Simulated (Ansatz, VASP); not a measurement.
## Two plane-wave programs on Al32O

Contents of INCAR:

```
ALGO = Normal
DIPOL = 0.5 0.5 0.370
EDIFF = 1E-7
ENCUT = 520
GGA = PE
IDIPOL = 3
ISIF = 2
ISMEAR = 0
IVDW = 12
LASPH = True
LCHARG = False
LDIPOL = True
LREAL = Auto
LWAVE = False
NBANDS = 73
NELM = 80
PREC = Accurate
SIGMA = 0.1
```

File KPOINTS:

```
k-points
0
Gamma
  6 6 1
```

The input POSCAR:

```
Al32O
1.0
    5.6288445222      0.0000000000      0.0000000000
   -2.8144222611      4.8747223502      0.0000000000
    0.0000000000      0.0000000000     33.5549453352
Al O
32 1
Direct
    0.1666666667      0.3333333333      0.1192074658
    0.1666666667      0.8333333333      0.1192074658
    0.6666666667      0.3333333333      0.1192074658
    0.6666666667      0.8333333333      0.1192074658
    0.0000000000      0.0000000000      0.1880575786
    0.0000000000      0.5000000000      0.1880575786
    0.5000000000      0.0000000000      0.1880575786
    0.5000000000      0.5000000000      0.1880575786
    0.3333333333      0.1666666667      0.2569076914
    0.3333333333      0.6666666667      0.2569076914
    0.8333333333      0.1666666667      0.2569076914
    0.8333333333      0.6666666667      0.2569076914
    0.0000000000      0.0000000000      0.3257578042
    0.0000000000      0.5000000000      0.3257578042
    0.5000000000      0.0000000000      0.3257578042
    0.5000000000      0.5000000000      0.3257578042
    0.1666666667      0.3333333333      0.3941383343
    0.1666666667      0.8333333333      0.3941383343
    0.6666666667      0.3333333333      0.3941383343
    0.6666666667      0.8333333333      0.3941383343
    0.0000000000      0.0000000000      0.4632563468
    0.0000000000      0.5000000000      0.4632563468
    0.5000000000      0.0000000000      0.4632563468
    0.5000000000      0.5000000000      0.4632563468
    0.3333333333      0.1666666667      0.5326957441
    0.3333333333      0.6666666667      0.5326957441
    0.8333333333      0.1666666667      0.5326957441
    0.8333333333      0.6666666667      0.5326957441
    0.0000000000      0.0000000000      0.6036351761
    0.0000000000      0.5000000000      0.6036351761
    0.5000000000      0.0000000000      0.6036351761
    0.5000000000      0.5000000000      0.6036351761
    0.0000000000      0.2500000000      0.6781398422
```

Input for Ansatz:

```yaml
crystal:
  lattice:
    - [5.6288445222, 0.0, 0.0]
    - [-2.8144222611, 4.8747223502, 0.0]
    - [0.0, 0.0, 33.5549453352]
  atoms:
    - { symbol: Al, position: [0.1666666667, 0.3333333333, 0.1192074658] }
    - { symbol: Al, position: [0.1666666667, 0.8333333333, 0.1192074658] }
    - { symbol: Al, position: [0.6666666667, 0.3333333333, 0.1192074658] }
    - { symbol: Al, position: [0.6666666667, 0.8333333333, 0.1192074658] }
    - { symbol: Al, position: [0.0, 0.0, 0.1880575786] }
    - { symbol: Al, position: [0.0, 0.5, 0.1880575786] }
    - { symbol: Al, position: [0.5, 0.0, 0.1880575786] }
    - { symbol: Al, position: [0.5, 0.5, 0.1880575786] }
    - { symbol: Al, position: [0.3333333333, 0.1666666667, 0.2569076914] }
    - { symbol: Al, position: [0.3333333333, 0.6666666667, 0.2569076914] }
    - { symbol: Al, position: [0.8333333333, 0.1666666667, 0.2569076914] }
    - { symbol: Al, position: [0.8333333333, 0.6666666667, 0.2569076914] }
    - { symbol: Al, position: [0.0, 0.0, 0.3257578042] }
    - { symbol: Al, position: [0.0, 0.5, 0.3257578042] }
    - { symbol: Al, position: [0.5, 0.0, 0.3257578042] }
    - { symbol: Al, position: [0.5, 0.5, 0.3257578042] }
    - { symbol: Al, position: [0.1666666667, 0.3333333333, 0.3941383343] }
    - { symbol: Al, position: [0.1666666667, 0.8333333333, 0.3941383343] }
    - { symbol: Al, position: [0.6666666667, 0.3333333333, 0.3941383343] }
    - { symbol: Al, position: [0.6666666667, 0.8333333333, 0.3941383343] }
    - { symbol: Al, position: [0.0, 0.0, 0.4632563468] }
    - { symbol: Al, position: [0.0, 0.5, 0.4632563468] }
    - { symbol: Al, position: [0.5, 0.0, 0.4632563468] }
    - { symbol: Al, position: [0.5, 0.5, 0.4632563468] }
    - { symbol: Al, position: [0.3333333333, 0.1666666667, 0.5326957441] }
    - { symbol: Al, position: [0.3333333333, 0.6666666667, 0.5326957441] }
    - { symbol: Al, position: [0.8333333333, 0.1666666667, 0.5326957441] }
    - { symbol: Al, position: [0.8333333333, 0.6666666667, 0.5326957441] }
    - { symbol: Al, position: [0.0, 0.0, 0.6036351761] }
    - { symbol: Al, position: [0.0, 0.5, 0.6036351761] }
    - { symbol: Al, position: [0.5, 0.0, 0.6036351761] }
    - { symbol: Al, position: [0.5, 0.5, 0.6036351761] }
    - { symbol: O, position: [0.0, 0.25, 0.6781398422] }
basis:
  ecutwfc: 420
kpoints:
  mp_grid: { grid: [6, 6, 1] }
hamiltonian:
  xc: pbe
  pseudopotentials: { kind: paw, azcp: { folder: soft_1 } }
  dispersion: d3bj
scf:
  occupations: { method: gaussian, width: 0.1 }
output:
  forces: true
  eigenvalues: true
efield:
  axis: 3
  dipole_correction: true
  ramp_width: 0.04
```

Alike in both runs: task single point; functional PBE; dispersion D3(BJ); k mesh 6 × 6 × 1; occupations gaussian, width 0.1 eV; no spin polarisation.

|  | VASP | Ansatz |
| --- | --- | --- |
| version | VASP 6.6.1 | Ansatz 0.2.0 |
| potentials or method | VASP PAW PBE potentials, release 64 (Al, O), cutoff 520 eV | scalar-relativistic, plane waves, PAW |
| valence electrons in the cell | 102 | 102 |

|  | VASP | Ansatz | Ansatz less VASP |
| --- | --- | --- | --- |
| gap on the k mesh at the Fermi level (eV) | none | none | - |
| rms of the force components (eV/Å) | 0.381 | 0.381 | +0.0003 |

Atom by atom the forces differ by 0.001 eV/Å (rms over components). A gap of «none» marks a metal or a gap that the smearing closes.
